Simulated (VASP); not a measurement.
# BP (d3) (F-43m) in VASP: notebook

Runs on BP (d3). Level: PBE+D3(BJ). Tasks: single point.

All numbers are computed with VASP 6.6.1; they aren't measurements. Logs are shortened: lines on timing, memory, paths and dates and some standing lists are left out, and cuts for length are marked.

## 1. The cell of the first run

The structure is cubic, space group F-43m (No. 216). The conventional cell has a = 4.415 Å, b = 4.415 Å, c = 4.415 Å, α = 90.00°, β = 90.00°, γ = 90.00°. B (site symmetry -43m) has 4 P at 1.91 Å within 2.5 Å. Within 2.5 Å of P (site symmetry -43m) lie 4 B at 1.91 Å.

## 2. Single point, PBE+D3(BJ) (volume scaled by 0.94)

Contents of INCAR:

```
SYSTEM = BP
PREC     = Accurate       ! precision mode
ENCUT    = 500            ! plane-wave cutoff, eV
EDIFF    = 1E-6           ! SCF threshold, eV
ISMEAR   = 0              ! smearing method
SIGMA    = 0.02           ! smearing width, eV
LREAL    = .False.        ! projectors in reciprocal space
LASPH    = .True.         ! aspherical terms in the spheres
NELM     = 120            ! most SCF steps
ALGO     = Normal         ! electronic algorithm
ISIF     = 2              ! what is computed and relaxed
LWAVE    = .False.        ! write WAVECAR
LCHARG   = .False.        ! write CHGCAR
GGA      = PE             ! functional
IVDW     = 12             ! dispersion correction
NBANDS   = 11             ! bands
GGA_COMPAT= .False.
```

Contents of KPOINTS:

```
Automatic mesh
0
Gamma
  10 10 10
  0 0 0
```

Contents of POSCAR:

```
BP
1.0
    0.0000000000      2.2077290236      2.2077290236
    2.2077290236      0.0000000000      2.2077290236
    2.2077290236      2.2077290236      0.0000000000
B P
1 1
Direct
    0.0000000000      0.0000000000      0.0000000000
    0.2500000000      0.2500000000      0.2500000000
```

Potentials or basis: VASP PAW PBE potentials, release 64 (B, P).

On the command line:

```
$ cat potpaw_PBE.64/B/POTCAR potpaw_PBE.64/P/POTCAR > POTCAR
$ mpirun -np 1 vasp_std > vasp.out
```

OUTCAR:

```text
SYSTEM = BP
   PREC = Accurate
   ENCUT = 500
   EDIFF = 1E-6
   ISMEAR = 0
   LREAL = .False.
   LASPH = .True.
   NELM = 120
   ISIF = 2
   GGA = PE
   IVDW = 12
 IVDW          = 12

 ion  position               nearest neighbor table
   1  0.000  0.000  0.000-   2 1.91   2 1.91   2 1.91   2 1.91
   2  0.250  0.250  0.250-   1 1.91   1 1.91   1 1.91   1 1.91

  LATTYP: Found a face centered cubic cell.
 ALAT       =     4.4154580472

  Lattice vectors:

 A1 = (   0.0000000000,   2.2077290236,   2.2077290236)
 A2 = (   2.2077290236,   0.0000000000,   2.2077290236)
 A3 = (   2.2077290236,   2.2077290236,   0.0000000000)

Analysis of symmetry for initial positions (statically):
=====================================================================
 Subroutine PRICEL returns:
 Original cell was already a primitive cell.

 Routine SETGRP: Setting up the symmetry group for a
 face centered cubic supercell.

 Subroutine GETGRP returns: Found 24 space group operations
 (whereof 24 operations were pure point group operations)
 out of a pool of 48 trial point group operations.

The static configuration has the point symmetry T_d .

Analysis of symmetry for dynamics (positions and initial velocities):
=====================================================================
 Subroutine PRICEL returns:
 Original cell was already a primitive cell.

 Routine SETGRP: Setting up the symmetry group for a
 face centered cubic supercell.

 Subroutine GETGRP returns: Found 24 space group operations
 (whereof 24 operations were pure point group operations)
 out of a pool of 48 trial point group operations.

The dynamic configuration has the point symmetry T_d .

 Subroutine INISYM returns: Found 24 space group operations
 (whereof 24 operations are pure point group operations),
 and found     1 'primitive' translations

----------------------------------------------------------------------------------------

                                     Primitive cell

  volume of cell :      21.5212

  direct lattice vectors                    reciprocal lattice vectors
     0.000000000  2.207729024  2.207729024    -0.226477070  0.226477070  0.226477070
     2.207729024  0.000000000  2.207729024     0.226477070 -0.226477070  0.226477070
     2.207729024  2.207729024  0.000000000     0.226477070  0.226477070 -0.226477070

  length of vectors
     3.122200327  3.122200327  3.122200327     0.392269792  0.392269792  0.392269792
[... 81 lines left out ...]
   EDIFF  = 0.1E-05   stopping-criterion for ELM
   LREAL  =      F    real-space projection
[... 7 lines left out ...]
   TEBEG  =    0.0;   TEEND  =   0.0 temperature during run
   PSTRESS=    0.0 pullay stress
   NELECT =       8.0000    total number of electrons
   NUPDOWN=      -1.0000    fix difference up-down
   EMIN   =  10.00;   EMAX   =-10.00  energy-range for DOS
   EFERMI =   0.00;   METHOD = LEGACY
   ISMEAR =     0;   SIGMA  =   0.02  broadening in eV -4-tet -1-fermi 0-gaus
   EFERMI_NEDOS =   21; number of points for ismear=-14 and -15
   IALGO  =     38    algorithm
   IMIX   =      4    mixing-type and parameters
     AMIX     =   0.40;   BMIX     =  1.00
     AMIX_MAG =   1.60;   BMIX_MAG =  1.00
  volume/ion in A,a.u.               =      10.76        72.62
  Fermi-wavevector in a.u.,A,eV,Ry     =   1.177106  2.224409 18.851954  1.385580
  Thomas-Fermi vector in A             =   2.313459
   LORBIT       =      0    0 simple, 1 ext, 2 COOP (PROOUT), +10 PAW based schemes
   GGA     = PE    functional components
   LHFCALC =     F    Hartree Fock is set to
   AEXX    =    0.0000 exact exchange contribution
   IVDW    =    12    specifies the selected vdW correction
   LEPSILON=     F    determine dielectric tensor
   LRPA    =     F    only Hartree local field effects (RPA)
 non-spin polarized calculation
 Gauss-broadening in eV      SIGMA  =   0.02
  energy-cutoff  :      500.00
  volume of cell :       21.52
 maximum number of plane-waves:       568
   NGX = 11   NGY = 11   NGZ = 11

 number of electron       8.0000000 magnetization

 Free energy of the ion-electron system (eV)
  ---------------------------------------------------
  ext. energy  EPLUGINS =         0.00000000
  ---------------------------------------------------
  free energy    TOTEN  =       -12.83367658 eV

  energy without entropy =      -12.83367658  energy(sigma->0) =      -12.83367658

 E-fermi :   8.5701     XC(G=0): -11.2640

 val. band max:        8.4313389986   @ k =   0.0000   0.0000   0.0000
 cond. band min:       9.5555445440   @ k =   0.4000   0.4000   0.0000
 fundamental gap:      1.1242055455
 Fermi energy:         8.5701151491

 k-point     1 :       0.0000    0.0000    0.0000
  band No.  band energies     occupation
      1      -7.7799      2.00000
      2       8.4313      2.00000
      3       8.4313      2.00000
      4       8.4313      2.00000
      5      11.9678      0.00000
      6      11.9678      0.00000
      7      11.9678      0.00000
      8      17.0861      0.00000
      9      20.5321      0.00000
     10      20.8038      0.00000
     11      20.8038      0.00000
[... 309 lines left out ...]
 k-point    24 :       0.4000    0.3000    0.0000
  band No.  band energies     occupation
      1      -4.6205      2.00000
      2       2.0934      2.00000
      3       4.0734      2.00000
      4       4.6573      2.00000
      5      10.1772      0.00000
      6      12.0256      0.00000
      7      18.4500      0.00000
      8      18.5335      0.00000
      9      23.4205      0.00000
     10      24.1797      0.00000
     11      26.7288      0.00000

 [... further k-points ...]

------------------------ aborting loop because EDIFF is reached ----------------------------------------

 Edisp (eV)   -0.70227

 E8    (eV) :    -0.2562

  FORCE on cell =-STRESS in cart. coord.  units (eV):
  Direction    XX          YY          ZZ          XY          YZ          ZX
  --------------------------------------------------------------------------------------
  -------------------------------------------------------------------------------------
  Total       1.54743     1.54743     1.54743     0.00000     0.00000     0.00000
  in kB     115.20035   115.20035   115.20035     0.00000     0.00000     0.00000
  external pressure =      115.20 kB  Pullay stress =        0.00 kB

 VOLUME and BASIS-vectors are now :
 -----------------------------------------------------------------------------
  energy-cutoff  :      500.00
  volume of cell :       21.52
      direct lattice vectors                 reciprocal lattice vectors
     0.000000000  2.207729024  2.207729024    -0.226477070  0.226477070  0.226477070
     2.207729024  0.000000000  2.207729024     0.226477070 -0.226477070  0.226477070
     2.207729024  2.207729024  0.000000000     0.226477070  0.226477070 -0.226477070

 POSITION                                       TOTAL-FORCE (eV/Angst)
 -----------------------------------------------------------------------------------
      0.00000      0.00000      0.00000         0.000000      0.000000      0.000000
      1.10386      1.10386      1.10386        -0.000000     -0.000000     -0.000000
 -----------------------------------------------------------------------------------
    total drift:                                0.000000      0.000000      0.000000

  FREE ENERGIE OF THE ION-ELECTRON SYSTEM (eV)
  ---------------------------------------------------
  free  energy   TOTEN  =       -13.5359426386 eV

  energy  without entropy=      -13.5359426386  energy(sigma->0) =      -13.53594264
```

Run time: 6.8 s. Hardware: 1 thread of AMD EPYC 9R45 (Zen 5), shared host; peak memory 0.11 GiB.

What came out:

```yaml
Free_energy: -13.5359 eV
Pressure: 11.5 GPa
Band_gap_on_the_k_mesh: 1.12 eV, indirect (least direct gap 3.54 eV)
Dispersion_energy_per_atom: -0.351 eV
```

Levels at points of the mesh, in eV from the valence-band top:
```
           k point  band 1  band 2  band 3  band 4  band 5  band 6  band 7  band 8
(0.00, 0.00, 0.00)  -16.21    0.00    0.00    0.00    3.54    3.54    3.54    8.65
(0.50, 0.00, 0.00)  -12.56   -9.64   -1.85   -1.85    4.28    4.77    4.77   10.41
(0.50, 0.50, 0.00)  -10.91   -9.01   -4.41   -4.41    1.16    1.58   12.91   12.91
```

Caveat: the cell differs from its parent crystal (volume scaled by 0.94). A k mesh can miss the band edges.

## 3. Single point, PBE+D3(BJ)

This run uses another cell than the first one, of 11.45 Å³/atom, 1.064 times its volume.

Contents of INCAR:

```
ALGO     = Normal         # electronic algorithm
EDIFF    = 1E-6           # SCF threshold, eV
ENCUT    = 500            # plane-wave cutoff, eV
GGA      = PE             # functional
GGA_COMPAT= False        
ISIF     = 2              # what is computed and relaxed
ISMEAR   = 0              # smearing method
IVDW     = 12             # dispersion correction
LASPH    = True           # aspherical terms in the spheres
LCHARG   = False          # write CHGCAR
LREAL    = False          # projectors in reciprocal space
LWAVE    = False          # write WAVECAR
NBANDS   = 11             # bands
NELM     = 120            # most SCF steps
PREC     = Accurate       # precision mode
SIGMA    = 0.02           # smearing width, eV
```

Contents of KPOINTS:

```
k-points
0
Gamma
  10 10 10
```

Contents of POSCAR:

```
BP
1.0
    0.0000000000      2.2537365567      2.2537365567
    2.2537365567      0.0000000000      2.2537365567
    2.2537365567      2.2537365567      0.0000000000
B P
1 1
Direct
    0.0000000000      0.0000000000      0.0000000000
    0.2500000000      0.2500000000      0.2500000000
```

Potentials or basis: VASP PAW PBE potentials, release 64 (B, P).

On the command line:

```
$ cat potpaw_PBE.64/B/POTCAR potpaw_PBE.64/P/POTCAR > POTCAR
$ mpirun -np 1 vasp_std > vasp.out
```

OUTCAR:

```text
EDIFF = 1E-6
   ENCUT = 500
   GGA = PE
   ISIF = 2
   ISMEAR = 0
   IVDW = 12
   LASPH = True
   LREAL = False
   NELM = 120
   PREC = Accurate
 IVDW          = 12

 ion  position               nearest neighbor table
   1  0.000  0.000  0.000-   2 1.95   2 1.95   2 1.95   2 1.95
   2  0.250  0.250  0.250-   1 1.95   1 1.95   1 1.95   1 1.95

  LATTYP: Found a face centered cubic cell.
 ALAT       =     4.5074731134

  Lattice vectors:

 A1 = (   0.0000000000,   2.2537365567,   2.2537365567)
 A2 = (   2.2537365567,   0.0000000000,   2.2537365567)
 A3 = (   2.2537365567,   2.2537365567,   0.0000000000)

Analysis of symmetry for initial positions (statically):
=====================================================================
 Subroutine PRICEL returns:
 Original cell was already a primitive cell.

 Routine SETGRP: Setting up the symmetry group for a
 face centered cubic supercell.

 Subroutine GETGRP returns: Found 24 space group operations
 (whereof 24 operations were pure point group operations)
 out of a pool of 48 trial point group operations.

The static configuration has the point symmetry T_d .

[... 171 lines left out ...]
      3       7.6744      2.00000
      4       7.6744      2.00000
      5      11.1055      0.00000
      6      11.1055      0.00000
      7      11.1055      0.00000
      8      15.3588      0.00000
      9      19.3254      0.00000
     10      19.8612      0.00000
     11      19.8612      0.00000
[... 309 lines left out ...]
 k-point    24 :       0.4000    0.3000    0.0000
  band No.  band energies     occupation
      1      -4.9748      2.00000
      2       1.4702      2.00000
      3       3.5500      2.00000
      4       4.0954      2.00000
      5       9.4699      0.00000
      6      11.2913      0.00000
      7      17.2906      0.00000
      8      17.3037      0.00000
      9      21.9141      0.00000
     10      23.0525      0.00000
     11      25.0265      0.00000

 [... further k-points ...]

------------------------ aborting loop because EDIFF is reached ----------------------------------------

 Edisp (eV)   -0.66013

 E8    (eV) :    -0.2412

  FORCE on cell =-STRESS in cart. coord.  units (eV):
  Direction    XX          YY          ZZ          XY          YZ          ZX
  --------------------------------------------------------------------------------------
  -------------------------------------------------------------------------------------
  Total      -0.03569    -0.03569    -0.03569     0.00000     0.00000    -0.00000
  in kB      -2.49762    -2.49762    -2.49762     0.00000     0.00000    -0.00000
  external pressure =       -2.50 kB  Pullay stress =        0.00 kB

 VOLUME and BASIS-vectors are now :
 -----------------------------------------------------------------------------
  energy-cutoff  :      500.00
  volume of cell :       22.89
      direct lattice vectors                 reciprocal lattice vectors
     0.000000000  2.253736557  2.253736557    -0.221853791  0.221853791  0.221853791
     2.253736557  0.000000000  2.253736557     0.221853791 -0.221853791  0.221853791
     2.253736557  2.253736557  0.000000000     0.221853791  0.221853791 -0.221853791

 POSITION                                       TOTAL-FORCE (eV/Angst)
 -----------------------------------------------------------------------------------
      0.00000      0.00000      0.00000         0.000000      0.000000      0.000000
      1.12687      1.12687      1.12687        -0.000000     -0.000000     -0.000000
 -----------------------------------------------------------------------------------
    total drift:                                0.000000      0.000000      0.000000

  FREE ENERGIE OF THE ION-ELECTRON SYSTEM (eV)
  ---------------------------------------------------
  free  energy   TOTEN  =       -13.5824495096 eV

  energy  without entropy=      -13.5824495096  energy(sigma->0) =      -13.58244951
```

stdout:

```text
POSCAR found type information on POSCAR B P
 POSCAR found :  2 types and       2 ions
 scaLAPACK will be used
 LDA part: xc-table for (Slater+PW92), standard interpolation
 POSCAR, INCAR and KPOINTS ok, starting setup
 FFT: planning ... GRIDC
 FFT: planning ... GRID_SOFT
 FFT: planning ... GRID
 WAVECAR not read
 entering main loop
```

Run time: 6.8 s. Hardware: 1 thread of AMD EPYC 9R45 (Zen 5), shared host; peak memory 0.12 GiB.

What came out:

```
Free energy                : -13.5824 eV
Pressure                   : -0.2 GPa
Band gap on the k mesh     : 1.21 eV, indirect (least direct gap 3.43 eV)
Dispersion energy per atom : -0.330 eV
```

Levels at points of the mesh, in eV from the valence-band top:
| k point | band 1 | band 2 | band 3 | band 4 | band 5 | band 6 | band 7 | band 8 |
| --- | --- | --- | --- | --- | --- | --- | --- | --- |
| (0.00, 0.00, 0.00) | -15.64 | 0.00 | 0.00 | 0.00 | 3.43 | 3.43 | 3.43 | 7.68 |
| (0.50, 0.00, 0.00) | -12.24 | -9.18 | -1.78 | -1.78 | 3.90 | 4.73 | 4.73 | 10.20 |
| (0.50, 0.50, 0.00) | -10.68 | -8.69 | -4.19 | -4.19 | 1.29 | 1.64 | 12.31 | 12.31 |
